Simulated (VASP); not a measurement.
A run of VASP 6.6.1 is set up as follows.

Contents of INCAR:

```
  PREC = Accurate
  ENCUT = 520
  EDIFF = 1E-6
  ISMEAR = -1
  SIGMA = 0.02
  LREAL = F
  LASPH = T
  NELM = 60
  ALGO = Normal
  ISIF = 2
  LWAVE = F
  LCHARG = F
  GGA = PE
  NBANDS = 16
```

KPOINTS

```
regular mesh
0
Gamma
  8 8 8
```

The input POSCAR:

```
ZnS
1.0
    0.0000000000      2.6940858343      2.7827212583
    2.6940858343      0.0000000000      2.7827212583
    2.6940858343      2.6940858343      0.0000000000
Zn S
1 1
Direct
    0.0000000000      0.0000000000      0.0000000000
    0.2500000000      0.2500000000      0.2500000000
```

Potentials or basis: VASP PAW PBE potentials, release 64 (Zn, S).

Command:

```bash
$ cat potpaw_PBE.64/Zn/POTCAR potpaw_PBE.64/S/POTCAR > POTCAR
$ mpirun -np 1 vasp_std > vasp.out
```

Question: What does it give for the band gap on the k mesh?

Answer: 1.97 eV, direct.

Question: Estimate the pressure.

Answer: 0.0 GPa.

Stress tensor (GPa, compression positive):
```
 0.47  0.00  0.00
 0.00  0.47  0.00
 0.00  0.00 -0.93
```

Caveat: the cell differs from its parent crystal (uniaxial z strain +3.3%).
